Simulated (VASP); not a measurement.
# RbRhO3 (Pm-3m) in VASP: further runs

The runs below take RbRhO3 through single point, with LDA.

All numbers are computed with VASP 6.6.1; they aren't measurements. Logs are shortened: lines on timing, memory, paths and dates and some standing lists are left out, and cuts for length are marked.

## 1. The cell of the first run

Symmetry: Pm-3m, No. 221, cubic system. The conventional cell has a = 4.043 Å, b = 4.043 Å, c = 4.043 Å, α = 90.00°, β = 90.00°, γ = 90.00°. Within 3.8 Å of Rb (site symmetry m-3m) lie 12 O at 2.86 Å and 8 Rh at 3.50 Å. Within 2.7 Å of Rh (site symmetry m-3m) lie 6 O at 2.02 Å. Within 2.7 Å of O (site symmetry 4/mmm) lie 2 Rh at 2.02 Å.

## 2. Single point, LDA

INCAR reads:

```
SYSTEM = RbRhO3
PREC = Accurate
ENCUT = 520
EDIFF = 1E-6
ISMEAR = 1
SIGMA = 0.2
LREAL = .False.
LASPH = .True.
NELM = 100
ALGO = Normal
ISIF = 2
LWAVE = .False.
LCHARG = .False.
GGA = CA
NBANDS = 29
```

KPOINTS reads:

```
Automatic mesh
0
Gamma
  6 6 6
  0 0 0
```

POSCAR reads:

```
RbRhO3
1.0
    4.0427080000      0.0000000000      0.0000000000
    0.0000000000      4.0427080000      0.0000000000
    0.0000000000      0.0000000000      4.0427080000
Rb Rh O
1 1 3
Direct
    0.0000000000      0.0000000000      0.0000000000
    0.5000000000      0.5000000000      0.5000000000
    0.5000000000      0.5000000000      0.0000000000
    0.5000000000      0.0000000000      0.5000000000
    0.0000000000      0.5000000000      0.5000000000
```

Potentials or basis: VASP PAW LDA potentials, release 64 (Rb_sv, Rh_pv, O).

The run is started by

```
cat potpaw_LDA.64/Rb_sv/POTCAR potpaw_LDA.64/Rh_pv/POTCAR potpaw_LDA.64/O/POTCAR > POTCAR
mpirun -np 1 vasp_std > vasp.out
```

OUTCAR:

```text
SYSTEM = RbRhO3
   PREC = Accurate
   ENCUT = 520
   EDIFF = 1E-6
   ISMEAR = 1
   LREAL = .False.
   LASPH = .True.
   NELM = 100
   ISIF = 2
   GGA = CA

 ion  position               nearest neighbor table
   1  0.000  0.000  0.000-   3 2.86   4 2.86   5 2.86   4 2.86   5 2.86   3 2.86   5 2.86   5 2.86
                             3 2.86   4 2.86   4 2.86   3 2.86   2 3.50   2 3.50   2 3.50   2 3.50
   2  0.500  0.500  0.500-   3 2.02   4 2.02   5 2.02   3 2.02   4 2.02   5 2.02   1 3.50   1 3.50
                             1 3.50   1 3.50   1 3.50   1 3.50   1 3.50   1 3.50
   3  0.500  0.500  0.000-   2 2.02   2 2.02   1 2.86   1 2.86   1 2.86   1 2.86
   4  0.500  0.000  0.500-   2 2.02   2 2.02   1 2.86   1 2.86   1 2.86   1 2.86
   5  0.000  0.500  0.500-   2 2.02   2 2.02   1 2.86   1 2.86   1 2.86   1 2.86

  LATTYP: Found a simple cubic cell.
 ALAT       =     4.0427080000

  Lattice vectors:

 A1 = (   4.0427080000,   0.0000000000,   0.0000000000)
 A2 = (   0.0000000000,   4.0427080000,   0.0000000000)
 A3 = (   0.0000000000,   0.0000000000,   4.0427080000)

Analysis of symmetry for initial positions (statically):
=====================================================================
 Subroutine PRICEL returns:
 Original cell was already a primitive cell.

 Routine SETGRP: Setting up the symmetry group for a
 simple cubic supercell.

 Subroutine GETGRP returns: Found 48 space group operations
 (whereof 48 operations were pure point group operations)
 out of a pool of 48 trial point group operations.

The static configuration has the point symmetry O_h .

Analysis of symmetry for dynamics (positions and initial velocities):
=====================================================================
 Subroutine PRICEL returns:
 Original cell was already a primitive cell.

 Routine SETGRP: Setting up the symmetry group for a
 simple cubic supercell.

 Subroutine GETGRP returns: Found 48 space group operations
 (whereof 48 operations were pure point group operations)
 out of a pool of 48 trial point group operations.

The dynamic configuration has the point symmetry O_h .

 Subroutine INISYM returns: Found 48 space group operations
 (whereof 48 operations are pure point group operations),
 and found     1 'primitive' translations

----------------------------------------------------------------------------------------

                                     Primitive cell

  volume of cell :      66.0719

  direct lattice vectors                    reciprocal lattice vectors
     4.042708000  0.000000000  0.000000000     0.247358949  0.000000000  0.000000000
     0.000000000  4.042708000  0.000000000     0.000000000  0.247358949  0.000000000
     0.000000000  0.000000000  4.042708000     0.000000000  0.000000000  0.247358949

  length of vectors
     4.042708000  4.042708000  4.042708000     0.247358949  0.247358949  0.247358949

  position of ions in fractional coordinates (direct lattice)
     0.000000000  0.000000000  0.000000000
     0.500000000  0.500000000  0.500000000
     0.500000000  0.500000000  0.000000000
     0.500000000  0.000000000  0.500000000
     0.000000000  0.500000000  0.500000000

  ion indices of the primitive-cell ions
   primitive index   ion index
                 1           1
                 2           2
                 3           3
                 4           4
                 5           5

----------------------------------------------------------------------------------------

 KPOINTS: Automatic mesh

Automatic generation of k-mesh.
 Grid dimensions read from file:
 generate k-points for:    6    6    6

 Generating k-lattice:

  Cartesian coordinates                     Fractional coordinates (reciprocal lattice)
     0.041226491  0.000000000  0.000000000     0.166666667  0.000000000  0.000000000
     0.000000000  0.041226491  0.000000000     0.000000000  0.166666667  0.000000000
     0.000000000  0.000000000  0.041226491     0.000000000  0.000000000  0.166666667

  Length of vectors
     0.041226491  0.041226491  0.041226491

  Shift w.r.t. Gamma in fractional coordinates (k-lattice)
     0.000000000  0.000000000  0.000000000

 Subroutine IBZKPT returns following result:
 ===========================================

 Found     20 irreducible k-points:

 Following reciprocal coordinates:
            Coordinates               Weight
  0.000000  0.000000  0.000000      1.000000
  0.166667  0.000000  0.000000      6.000000
  0.333333  0.000000  0.000000      6.000000
  0.500000  0.000000  0.000000      3.000000
  0.166667  0.166667  0.000000     12.000000
  0.333333  0.166667  0.000000     24.000000
[... 12 lines left out ...]
  0.500000  0.500000  0.333333      6.000000
  0.500000  0.500000  0.500000      1.000000
   k-points           NKPTS =     20   k-points in BZ     NKDIM =     20   number of bands    NBANDS=     29
   number of dos      NEDOS =    301   number of ions     NIONS =      5
   total plane-waves  NPLWV =  27000
   dimension x,y,z NGX =    30 NGY =   30 NGZ =   30
   dimension x,y,z NGXF=    60 NGYF=   60 NGZF=   60
   ions per type =               1   1   3
   NGX,Y,Z   is equivalent  to a cutoff of  12.34, 12.34, 12.34 a.u.
   NGXF,Y,Z  is equivalent  to a cutoff of  24.67, 24.67, 24.67 a.u.
 SYSTEM =  RbRhO3
   PREC   = accura    normal or accurate (medium, high low for compatibility)
   ISTART =      0    job   : 0-new  1-cont  2-samecut
   ICHARG =      2    charge: 1-file 2-atom 10-const
   ISPIN  =      1    spin polarized calculation?
   LNONCOLLINEAR =      F non collinear calculations
   LSORBIT =      F    spin-orbit coupling
   LASPH  =      T    aspherical Exc in radial PAW
   ENCUT  =  520.0 eV  38.22 Ry    6.18 a.u.   7.52  7.52  7.52*2*pi/ulx,y,z
   NELM   =    100;   NELMIN=  2; NELMDL= -5     # of ELM steps
   EDIFF  = 0.1E-05   stopping-criterion for ELM
   LREAL  =      F    real-space projection
   EDIFFG = 0.1E-04   stopping-criterion for IOM
   NSW    =      0    number of steps for IOM
   IBRION =     -1    ionic relax: 0-MD 1-quasi-New 2-CG
   NFREE  =      0    steps in history (QN), initial steepest desc. (CG)
   ISIF   =      2    stress and relaxation
   ISYM   =      2    0-nonsym 1-usesym 2-fastsym
   POTIM  = 0.5000    time-step for ionic-motion
   TEBEG  =    0.0;   TEEND  =   0.0 temperature during run
   PSTRESS=    0.0 pullay stress
   NELECT =      42.0000    total number of electrons
   NUPDOWN=      -1.0000    fix difference up-down
   EMIN   =  10.00;   EMAX   =-10.00  energy-range for DOS
   EFERMI =   0.00;   METHOD = LEGACY
   ISMEAR =     1;   SIGMA  =   0.20  broadening in eV -4-tet -1-fermi 0-gaus
   EFERMI_NEDOS =   21; number of points for ismear=-14 and -15
   IALGO  =     38    algorithm
   IMIX   =      4    mixing-type and parameters
     AMIX     =   0.40;   BMIX     =  1.00
     AMIX_MAG =   1.60;   BMIX_MAG =  1.00
  volume/ion in A,a.u.               =      13.21        89.18
  Fermi-wavevector in a.u.,A,eV,Ry     =   1.407620  2.660017 26.958518  1.981395
  Thomas-Fermi vector in A             =   2.529861
   LORBIT       =      0    0 simple, 1 ext, 2 COOP (PROOUT), +10 PAW based schemes
   GGA     = CA    functional components
   LHFCALC =     F    Hartree Fock is set to
   AEXX    =    0.0000 exact exchange contribution
   IVDW    =     0    specifies the selected vdW correction
   LEPSILON=     F    determine dielectric tensor
   LRPA    =     F    only Hartree local field effects (RPA)
 non-spin polarized calculation
 Methfessel and Paxton  Order N= 1 SIGMA  =   0.20
  energy-cutoff  :      520.00
  volume of cell :       66.07
 maximum number of plane-waves:      1800
   NGX = 15   NGY = 15   NGZ = 15

 number of electron      41.9999988 magnetization

 Free energy of the ion-electron system (eV)
  ---------------------------------------------------
  ext. energy  EPLUGINS =         0.00000000
  ---------------------------------------------------
  free energy    TOTEN  =       -30.83709840 eV

  energy without entropy =      -30.83352083  energy(sigma->0) =      -30.83590588

 E-fermi :   2.6944     XC(G=0): -11.4912

 val. band max:        2.6917223719   @ k =   0.3333   0.1667   0.0000
 cond. band min:       2.7427042851   @ k =   0.3333   0.3333   0.1667
 fundamental gap:      0.0509819132
 Fermi energy:         2.6944268726

 k-point     1 :       0.0000    0.0000    0.0000
  band No.  band energies     occupation
      1     -45.0580      2.00000
      2     -45.0580      2.00000
      3     -45.0580      2.00000
      4     -21.1757      2.00000
      5     -14.8578      2.00000
      6     -14.1482      2.00000
[... 21 lines left out ...]
     28      13.4588      0.00000
     29      13.4588      0.00000

 k-point     2 :       0.1667    0.0000    0.0000
  band No.  band energies     occupation
      1     -45.0596      2.00000
      2     -45.0580      2.00000
      3     -45.0580      2.00000
      4     -21.1581      2.00000
      5     -14.8239      2.00000
      6     -14.1428      2.00000
[... 21 lines left out ...]
     28      13.4295      0.00000
     29      13.5912      0.00000

 k-point     3 :       0.3333    0.0000    0.0000
  band No.  band energies     occupation
      1     -45.0627      2.00000
      2     -45.0578      2.00000
      3     -45.0578      2.00000
      4     -21.1225      2.00000
      5     -14.8074      2.00000
      6     -14.1313      2.00000
[... 21 lines left out ...]
     28      13.3694      0.00000
     29      13.7971      0.00000

 k-point     4 :       0.5000    0.0000    0.0000
  band No.  band energies     occupation
      1     -45.0643      2.00000
      2     -45.0577      2.00000
      3     -45.0577      2.00000
      4     -21.1044      2.00000
      5     -14.8192      2.00000
      6     -14.1256      2.00000
[... 21 lines left out ...]
     28      13.3386      0.00000
     29      13.8652      0.00000

 k-point     5 :       0.1667    0.1667    0.0000
  band No.  band energies     occupation
      1     -45.0595      2.00000
      2     -45.0595      2.00000
      3     -45.0579      2.00000
      4     -21.1420      2.00000
      5     -14.7715      2.00000
      6     -14.1123      2.00000
[... 21 lines left out ...]
     28      13.4816      0.00000
     29      13.6587      0.00000
[... 382 lines left out ...]
     28      13.9622      0.00000
     29      13.9622      0.00000

 k-point    18 :       0.5000    0.3333    0.3333
  band No.  band energies     occupation
      1     -45.0638      2.00000
      2     -45.0622      2.00000
      3     -45.0621      2.00000
      4     -21.0411      2.00000
      5     -14.1239      2.00000
      6     -13.9264      2.00000
[... 21 lines left out ...]
     28      13.9767      0.00000
     29      14.3916      0.00000

 k-point    19 :       0.5000    0.5000    0.3333
  band No.  band energies     occupation
      1     -45.0637      2.00000
      2     -45.0637      2.00000
      3     -45.0621      2.00000
      4     -21.0315      2.00000
      5     -14.0085      2.00000
      6     -13.8715      2.00000
[... 21 lines left out ...]
     28      14.1224      0.00000
     29      14.8744      0.00000

 k-point    20 :       0.5000    0.5000    0.5000
  band No.  band energies     occupation
      1     -45.0636      2.00000
      2     -45.0636      2.00000
      3     -45.0636      2.00000
      4     -21.0227      2.00000
      5     -13.8521      2.00000
      6     -13.8521      2.00000
[... 21 lines left out ...]
     28      14.2586      0.00000
     29      15.6639      0.00000

------------------------ aborting loop because EDIFF is reached ----------------------------------------

  FORCE on cell =-STRESS in cart. coord.  units (eV):
  Direction    XX          YY          ZZ          XY          YZ          ZX
  --------------------------------------------------------------------------------------
  -------------------------------------------------------------------------------------
  Total       -5.9887185     -5.9887185     -5.9887185     -0.0000000     -0.0000000      0.0000000
  in kB     -145.2203105   -145.2203105   -145.2203105     -0.0000000     -0.0000000      0.0000000
  external PRESSURE =    -145.2203105 kB  Pullay stress =       0.0000000 kB

 VOLUME and BASIS-vectors are now :
 -----------------------------------------------------------------------------
  energy-cutoff  :      520.00
  volume of cell :       66.07
      direct lattice vectors                 reciprocal lattice vectors
     4.042708000  0.000000000  0.000000000     0.247358949  0.000000000  0.000000000
     0.000000000  4.042708000  0.000000000     0.000000000  0.247358949  0.000000000
     0.000000000  0.000000000  4.042708000     0.000000000  0.000000000  0.247358949

 POSITION                                       TOTAL-FORCE (eV/Angst)
 -----------------------------------------------------------------------------------
      0.00000      0.00000      0.00000         0.000000      0.000000      0.000000
      2.02135      2.02135      2.02135         0.000000      0.000000      0.000000
      2.02135      2.02135      0.00000         0.000000      0.000000      0.000000
      2.02135      0.00000      2.02135         0.000000      0.000000      0.000000
      0.00000      2.02135      2.02135         0.000000      0.000000      0.000000
 -----------------------------------------------------------------------------------
    total drift:                                0.000000      0.000000     -0.000000

  FREE ENERGIE OF THE ION-ELECTRON SYSTEM (eV)
  ---------------------------------------------------
  free  energy   TOTEN  =       -30.8370984048 eV

  energy  without entropy=      -30.8335208309  energy(sigma->0) =      -30.83590588
```

Run time: 74 s. Hardware: 1 thread of Intel Xeon 8259CL, shared host; peak memory 0.17 GiB.

Results:

| Property | Result |
| --- | --- |
| Free energy | -30.8371 eV |
| Pressure | -14.5 GPa |
| Band gap on the k mesh | zero (bands 21 and 22 overlap by 1.71 eV) |

Caveat: the cell stands under tension.

## 3. Single point, LDA

INCAR reads:

```
SYSTEM = RbRhO3
PREC = Accurate
ENCUT = 520
EDIFF = 1E-7
ISMEAR = 1
SIGMA = 0.1
LREAL = .FALSE.
LASPH = .TRUE.
NELM = 100
ALGO = Normal
ISIF = 2
LWAVE = .FALSE.
LCHARG = .FALSE.
NBANDS = 29
```

KPOINTS reads:

```
Automatic mesh
0
G
  6 6 6
  0 0 0
```

POSCAR is that of step 2.

Potentials or basis: VASP PAW LDA potentials, release 64 (Rb_sv, Rh_pv, O).

The run is started by

```
cat potpaw_LDA.64/Rb_sv/POTCAR potpaw_LDA.64/Rh_pv/POTCAR potpaw_LDA.64/O/POTCAR > POTCAR
mpirun -np 1 vasp_std > vasp.out
```

It took 76 s on 1 thread of Intel Xeon 8259CL, shared host; peak memory 0.17 GiB.

It converged, with:

```yaml
Free_energy: -30.8382 eV
Pressure: -14.6 GPa
Band_gap_on_the_k_mesh: zero (bands 21 and 22 overlap by 1.71 eV)
```

Levels at points of the mesh, in eV from the Fermi level:
```tsv
k point	band 18	band 19	band 20	band 21	band 22	band 23	band 24	band 25
(0.00, 0.00, 0.00)	-1.50	-1.50	-1.04	-1.04	-1.04	-0.98	-0.98	6.36
(0.50, 0.00, 0.00)	-1.96	-1.49	-1.49	-0.97	0.26	0.26	2.15	8.78
(0.50, 0.50, 0.00)	-1.50	-0.59	0.12	0.12	0.28	0.49	4.57	9.45
(0.50, 0.50, 0.50)	-0.55	-0.55	0.67	0.67	0.67	4.57	4.57	8.28
```

Caveat: the cell stands under tension.

The gap in the log of VASP goes by the Fermi energy; the results here count the filled bands.